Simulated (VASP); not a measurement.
# Be (Im-3m) in VASP: notebook

Runs on Be. Level: r2SCAN. Tasks: relaxation of cell and atoms.

All numbers are computed with VASP 6.6.1; they aren't measurements. Logs are shortened: lines on timing, memory, paths and dates and some standing lists are left out, and cuts for length are marked.

## 1. The cell of the first run

The structure is cubic, space group Im-3m (No. 229). Conventional cell: a = 2.530 Å, b = 2.530 Å, c = 2.530 Å, α = 90.00°, β = 90.00°, γ = 90.00°. Be (site symmetry m-3m) has 14 Be at 2.19 to 2.53 Å within 2.9 Å.

This isn't the form of Be at room conditions, which is hcp.

## 2. Relaxation of cell and atoms, r2SCAN, target pressure 20 GPa, at which the enthalpy is minimised

The input, POSCAR:

```
Be
1.0
   -1.2650000000      1.2650000000      1.2650000000
    1.2650000000     -1.2650000000      1.2650000000
    1.2650000000      1.2650000000     -1.2650000000
Be
1
Direct
    0.0000000000      0.0000000000      0.0000000000
```

The input, INCAR.step1:

```
ALGO = Normal
EDIFF = 1E-5
EDIFFG = -0.005
ENCUT = 660
GGA = PE
GGA_COMPAT = False
IBRION = 2
ISIF = 3
ISMEAR = 0
LASPH = True
LCHARG = False
LREAL = False
LWAVE = True
NELM = 120
NELMIN = 4
NSW = 100
PREC = Accurate
SIGMA = 0.05
```

The input, INCAR.step2:

```
ALGO = Normal
EDIFF = 1E-7
EDIFFG = -0.02
ENCUT = 660
GGA_COMPAT = False
IBRION = 2
ISIF = 3
ISMEAR = 0
ISTART = 1
LASPH = True
LCHARG = False
LMIXTAU = True
LREAL = False
LWAVE = False
METAGGA = R2SCAN
NELM = 120
NELMIN = 4
NSW = 80
PREC = Accurate
PSTRESS = 200.0
SIGMA = 0.05
```

The input, KPOINTS:

```
k-points
0
Gamma
  26 26 26
```

Potentials or basis: VASP PAW PBE potentials, release 64 (Be).

The run is started by

```console
$ cat potpaw_PBE.64/Be/POTCAR > POTCAR
$ cp INCAR.step1 INCAR
$ mpirun -np 1 vasp_std > vasp.out
$ cp INCAR.step2 INCAR
$ mpirun -np 1 vasp_std > vasp.out
```

OUTCAR:

```text
EDIFF = 1E-7
   EDIFFG = -0.02
   ENCUT = 660
   IBRION = 2
   ISIF = 3
   ISMEAR = 0
   ISTART = 1
   LASPH = True
   LREAL = False
   METAGGA = R2SCAN
   NELM = 120
   NELMIN = 4
   NSW = 80
   PREC = Accurate
   PSTRESS = 200.0

 ion  position               nearest neighbor table
   1  0.000  0.000  0.000-

  LATTYP: Found a body centered cubic cell.
 ALAT       =     2.5300000000

  Lattice vectors:

 A1 = (  -1.2650000000,   1.2650000000,   1.2650000000)
 A2 = (   1.2650000000,  -1.2650000000,   1.2650000000)
 A3 = (   1.2650000000,   1.2650000000,  -1.2650000000)

Analysis of symmetry for initial positions (statically):
=====================================================================
 Subroutine PRICEL returns:
 Original cell was already a primitive cell.

 Routine SETGRP: Setting up the symmetry group for a
 body centered cubic supercell.

 Subroutine GETGRP returns: Found 48 space group operations
 (whereof 48 operations were pure point group operations)
 out of a pool of 48 trial point group operations.

The static configuration has the point symmetry O_h .

Analysis of symmetry for dynamics (positions and initial velocities):
=====================================================================
 Subroutine PRICEL returns:
 Original cell was already a primitive cell.

 Routine SETGRP: Setting up the symmetry group for a
 body centered cubic supercell.

 Subroutine GETGRP returns: Found 48 space group operations
 (whereof 48 operations were pure point group operations)
 out of a pool of 48 trial point group operations.

The dynamic configuration has the point symmetry O_h .

 Subroutine INISYM returns: Found 48 space group operations
 (whereof 48 operations are pure point group operations),
 and found     1 'primitive' translations

----------------------------------------------------------------------------------------

                                     Primitive cell

  volume of cell :       8.0971

  direct lattice vectors                    reciprocal lattice vectors
    -1.265000000  1.265000000  1.265000000     0.000000000  0.395256917  0.395256917
     1.265000000 -1.265000000  1.265000000     0.395256917  0.000000000  0.395256917
     1.265000000  1.265000000 -1.265000000     0.395256917  0.395256917  0.000000000

  length of vectors
     2.191044272  2.191044272  2.191044272     0.558977693  0.558977693  0.558977693

  position of ions in fractional coordinates (direct lattice)
     0.000000000  0.000000000  0.000000000

  ion indices of the primitive-cell ions
   primitive index   ion index
                 1           1

----------------------------------------------------------------------------------------

 KPOINTS: k-points

Automatic generation of k-mesh.
 Grid dimensions read from file:
 generate k-points for:   26   26   26

 Generating k-lattice:

  Cartesian coordinates                     Fractional coordinates (reciprocal lattice)
     0.000000000  0.015202189  0.015202189     0.038461538  0.000000000  0.000000000
     0.015202189  0.000000000  0.015202189     0.000000000  0.038461538  0.000000000
     0.015202189  0.015202189  0.000000000     0.000000000  0.000000000  0.038461538

  Length of vectors
     0.021499142  0.021499142  0.021499142

  Shift w.r.t. Gamma in fractional coordinates (k-lattice)
     0.000000000  0.000000000  0.000000000

 Subroutine IBZKPT returns following result:
 ===========================================

 Found    511 irreducible k-points:

 Following reciprocal coordinates:
            Coordinates               Weight
  0.000000  0.000000  0.000000      1.000000
  0.038462  0.000000  0.000000     12.000000
  0.076923  0.000000  0.000000     12.000000
  0.115385  0.000000  0.000000     12.000000
  0.153846  0.000000  0.000000     12.000000
  0.192308  0.000000  0.000000     12.000000
[... 16 lines left out ...]
  0.346154  0.038462  0.000000     48.000000
  0.384615  0.038462  0.000000     48.000000
 [... further k-points ...]
   k-points           NKPTS =    511   k-points in BZ     NKDIM =    511   number of bands    NBANDS=      5
   number of dos      NEDOS =    301   number of ions     NIONS =      1
   total plane-waves  NPLWV =   5832
   dimension x,y,z NGX =    18 NGY =   18 NGZ =   18
   dimension x,y,z NGXF=    36 NGYF=   36 NGZF=   36
   ions per type =               1
   NGX,Y,Z   is equivalent  to a cutoff of  13.66, 13.66, 13.66 a.u.
   NGXF,Y,Z  is equivalent  to a cutoff of  27.32, 27.32, 27.32 a.u.
 SYSTEM =  unknown system
   PREC   = accura    normal or accurate (medium, high low for compatibility)
   ISTART =      1    job   : 0-new  1-cont  2-samecut
   ICHARG =      0    charge: 1-file 2-atom 10-const
   ISPIN  =      1    spin polarized calculation?
   LNONCOLLINEAR =      F non collinear calculations
   LSORBIT =      F    spin-orbit coupling
   LASPH  =      T    aspherical Exc in radial PAW
   ENCUT  =  660.0 eV  48.51 Ry    6.96 a.u.   4.59  4.59  4.59*2*pi/ulx,y,z
   NELM   =    120;   NELMIN=  4; NELMDL=  0     # of ELM steps
   EDIFF  = 0.1E-06   stopping-criterion for ELM
   LREAL  =      F    real-space projection
   EDIFFG = -.2E-01   stopping-criterion for IOM
   NSW    =     80    number of steps for IOM
   IBRION =      2    ionic relax: 0-MD 1-quasi-New 2-CG
   NFREE  =      1    steps in history (QN), initial steepest desc. (CG)
   ISIF   =      3    stress and relaxation
   ISYM   =      2    0-nonsym 1-usesym 2-fastsym
   POTIM  = 0.5000    time-step for ionic-motion
   TEBEG  =    0.0;   TEEND  =   0.0 temperature during run
   PSTRESS=  200.0 pullay stress
   NELECT =       2.0000    total number of electrons
   NUPDOWN=      -1.0000    fix difference up-down
   EMIN   =  10.00;   EMAX   =-10.00  energy-range for DOS
   EFERMI =   0.00;   METHOD = LEGACY
   ISMEAR =     0;   SIGMA  =   0.05  broadening in eV -4-tet -1-fermi 0-gaus
   EFERMI_NEDOS =   21; number of points for ismear=-14 and -15
   IALGO  =     38    algorithm
   IMIX   =      4    mixing-type and parameters
     AMIX     =   0.40;   BMIX     =  1.00
     AMIX_MAG =   1.60;   BMIX_MAG =  1.00
  volume/ion in A,a.u.               =       8.10        54.64
  Fermi-wavevector in a.u.,A,eV,Ry     =   1.027167  1.941064 14.355121  1.055072
  Thomas-Fermi vector in A             =   2.161098
   LORBIT       =      0    0 simple, 1 ext, 2 COOP (PROOUT), +10 PAW based schemes
   METAGGA = R2SCAN    functional components
   LHFCALC =     F    Hartree Fock is set to
   AEXX    =    0.0000 exact exchange contribution
   IVDW    =     0    specifies the selected vdW correction
   LEPSILON=     F    determine dielectric tensor
   LRPA    =     F    only Hartree local field effects (RPA)
 conjugate gradient relaxation of ions
 non-spin polarized calculation
 Gauss-broadening in eV      SIGMA  =   0.05
  energy-cutoff  :      660.00
  volume of cell :        8.10
 maximum number of plane-waves:       325
   NGX =  9   NGY =  9   NGZ =  9

--------------------------------------- Ionic step        1  -------------------------------------------

 number of electron       2.0000000 magnetization

 Free energy of the ion-electron system (eV)
  ---------------------------------------------------
  ext. energy  EPLUGINS =         0.00000000
  ---------------------------------------------------
  free energy    TOTEN  =        -4.23999994 eV

  energy without entropy =       -4.23985543  energy(sigma->0) =       -4.23992768

------------------------ aborting loop because EDIFF is reached ----------------------------------------

  FORCE on cell =-STRESS in cart. coord.  units (eV):
  Direction    XX          YY          ZZ          XY          YZ          ZX
  --------------------------------------------------------------------------------------
  -------------------------------------------------------------------------------------
  Total       -0.2058105     -0.2058105     -0.2058105      0.0000000      0.0000000     -0.0000000
  in kB      -40.7236439    -40.7236439    -40.7236439      0.0000000      0.0000000     -0.0000000
  external PRESSURE =    -240.7236439 kB  Pullay stress =     200.0000000 kB
[... 59 lines left out ...]
  enthalpy is  TOTEN    =        -3.3296880933 eV   P V=        0.8430391109

--------------------------------------- Ionic step        3  -------------------------------------------

 number of electron       2.0000000 magnetization

 Free energy of the ion-electron system (eV)
  ---------------------------------------------------
  ext. energy  EPLUGINS =         0.00000000
  ---------------------------------------------------
  free energy    TOTEN  =        -4.18929636 eV

  energy without entropy =       -4.18917840  energy(sigma->0) =       -4.18923738

 E-fermi :   9.2675     XC(G=0): -11.7546

 val. band max:        9.2648168701   @ k =   0.3462   0.2692   0.0000
 cond. band min:       9.3235965027   @ k =  -0.3846  -0.3846   0.0385
 fundamental gap:      0.0587796326
 Fermi energy:         9.2675203703

 k-point     1 :       0.0000    0.0000    0.0000
  band No.  band energies     occupation
      1      -4.7219      2.00000
      2      32.6606      0.00000
      3      32.6606      0.00000
      4      32.6606      0.00000
      5      44.3784      0.00000

 k-point     2 :       0.0385    0.0000    0.0000
  band No.  band energies     occupation
      1      -4.6633      2.00000
      2      32.3346      0.00000
      3      32.3795      0.00000
      4      32.5791      0.00000
      5      43.5291      0.00000
[... 169 lines left out ...]
 k-point    24 :       0.3846    0.0385    0.0000
  band No.  band energies     occupation
      1       1.5461      2.00000
      2      12.5874      0.00000
      3      24.3384      0.00000
      4      27.4081      0.00000
      5      33.7210      0.00000

 [... further k-points ...]

------------------------ aborting loop because EDIFF is reached ----------------------------------------

  FORCE on cell =-STRESS in cart. coord.  units (eV):
  Direction    XX          YY          ZZ          XY          YZ          ZX
  --------------------------------------------------------------------------------------
  -------------------------------------------------------------------------------------
  Total        0.8625245      0.8625245      0.8625245     -0.0000000     -0.0000000     -0.0000000
  in kB      201.0027478    201.0027478    201.0027478     -0.0000000     -0.0000000     -0.0000000
  external PRESSURE =       1.0027478 kB  Pullay stress =     200.0000000 kB
[... 16 lines left out ...]
  FREE ENERGIE OF THE ION-ELECTRON SYSTEM (eV)
  ---------------------------------------------------
  free  energy   TOTEN  =        -4.1892963577 eV

  energy  without entropy=       -4.1891783960  energy(sigma->0) =       -4.18923738

  enthalpy is  TOTEN    =        -3.3310747618 eV   P V=        0.8582215958

 reached required accuracy - stopping structural energy minimisation
```

It took 4.2 min on 1 thread of Intel Xeon Platinum 8375C at 2.90GHz (Ice Lake), shared host; peak memory 0.14 GiB.

What came out:

```
Free energy                                                : -4.1893 eV
Relaxed volume                                             : 6.88 Å³/atom
Relaxed cell                                               : a = 2.075 Å, b = 2.075 Å, c = 2.075 Å, α = 109.47°, β = 109.47°, γ = 109.47°
Space group after relaxing (to 0.1 Å)                      : Im-3m (No. 229)
Energy change on relaxing (the run minimises the enthalpy) : +50.7 meV/atom
Ionic steps                                                : 3
Pressure after relaxing                                    : 20.1 GPa
Band gap on the k mesh                                     : zero (bands 1 and 2 overlap by 6.43 eV)
```

The path:
```csv
step,energy change (eV),largest force (eV/Å),pressure (GPa),volume (Å³)
1,0.0000,0.0000,-4.07,8.10
2,0.0673,0.0000,23.56,6.75
3,0.0507,0.0000,20.10,6.88
```

Final structure:
```yaml
crystal:
  lattice:
    - [-1.19786, 1.19786, 1.19786]
    - [1.19786, -1.19786, 1.19786]
    - [1.19786, 1.19786, -1.19786]
  atoms:
    - { symbol: Be, position: [0.00000, 0.00000, 0.00000] }
```

Caveat: the cell is relaxed towards a set pressure, so the run minimises the enthalpy, not the energy; the volume moved by over 15 % at a fixed basis, so the end points are rough; the PAW data sets were made with another functional, which shifts forces and pressure a little.

(Continued in part 2 of 2.)

The gap in the log of VASP goes by the Fermi energy; the results here count the filled bands.